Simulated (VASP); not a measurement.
Set up this calculation in VASP 6.6.1, as the native input.

- Task: relaxation of cell and atoms
- Functional: PBE
- Potentials or basis: VASP PAW PBE potentials, release 64 (Cu, I)
- Cutoff: 600 eV
- k mesh: 8 × 8 × 8
- Occupations: gaussian, width 0.01 eV
- Spin: no spin polarisation
- Dipole correction: no
- Further INCAR settings: ALGO = Normal; EDIFF = 1e-07; IBRION = 2; EDIFFG = -0.002; NSW = 80; ISIF = 3

The structure of CuI lies in POSCAR:

```
CuI
1.0
    0.0000000000      3.0250000000      3.0250000000
    3.0250000000      0.0000000000      3.0250000000
    3.0250000000      3.0250000000      0.0000000000
Cu I
1 1
Direct
    0.0000000000      0.0000000000      0.0000000000
    0.2500000000      0.2500000000      0.2500000000
```

The input as run:

INCAR

```
SYSTEM = CuI
ALGO = Normal ; EDIFF = 1E-7
EDIFFG = -0.002 ; ENCUT = 600
GGA = PE ; IBRION = 2
ISIF = 3 ; ISMEAR = 0
LASPH = .True. ; LCHARG = .False.
LREAL = .False. ; LWAVE = .False.
NELM = 100 ; NSW = 80
PREC = Accurate ; SIGMA = 0.01
```

KPOINTS

```
k-points
0
Gamma
  8 8 8
  0 0 0
```

Potentials or basis: VASP PAW PBE potentials, release 64 (Cu, I).

Command:

```sh
$ cat potpaw_PBE.64/Cu/POTCAR potpaw_PBE.64/I/POTCAR > POTCAR
$ mpirun -np 1 vasp_std > vasp.out
```

It gave:

```yaml
Relaxed_volume: 28.12 Å³/atom
Relaxed_cell: a = 4.301 Å, b = 4.301 Å, c = 4.301 Å, α = 60.00°, β = 60.00°, γ = 60.00°
Space_group_after_relaxing_to_0.05_Å: F-43m (No. 216)
Energy_gained_by_relaxing: 0.8 meV/atom
Ionic_steps: 4
Pressure_after_relaxing: 0.0 GPa
Band_gap_on_the_k_mesh: 1.12 eV, direct
```

Caveat: spin-orbit coupling is left out, which moves the levels of the heavy elements.

It took 32 s on 1 thread of Intel(R) Xeon(R) 6975P-C (Granite Rapids), with other jobs on the host, peak memory 0.21 GiB.
